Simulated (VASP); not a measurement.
Crystal: Cu.

```
CELL_PARAMETERS angstrom
2.35000 0.00000 0.00000
0.00000 2.35000 0.00000
0.00000 0.00000 2.35000
ATOMIC_POSITIONS crystal
Cu 0.00000 0.00000 0.00000
```

| Quantity | Value |
| --- | --- |
| Program | VASP 6.6.1 |
| Task | relaxation of cell and atoms |
| Functional | PBE |
| Potentials or basis | VASP PAW PBE potentials, release 64 (Cu) |
| Cutoff | 600 eV |
| k mesh | 17 × 17 × 17 |
| Occupations | fermi-dirac, width 0.05 eV |
| Spin | no spin polarisation |

At the start: pressure 9.2 GPa; volume 12.98 Å³/atom.

Question: Where does the relaxation end?

Answer: Over 3 steps the energy falls by 27.1 meV/atom and the volume is 14.00 Å³/atom (+7.8 %); space group Pm-3m (No. 221, to 0.05 Å).

Step by step:
```
step  energy change (eV)  largest force (eV/Å)  pressure (GPa)  volume (Å³)
   1              0.0000                0.0000            9.16        12.98
   2             -0.0233                0.0000           -2.79        14.42
   3             -0.0271                0.0000            0.04        14.00
```

Final structure:
```yaml
crystal:
  lattice:
    - [2.40987, 0.00000, 0.00000]
    - [0.00000, 2.40987, 0.00000]
    - [0.00000, 0.00000, 2.40987]
  atoms:
    - { symbol: Cu, position: [0.00000, 0.00000, 0.00000] }
```
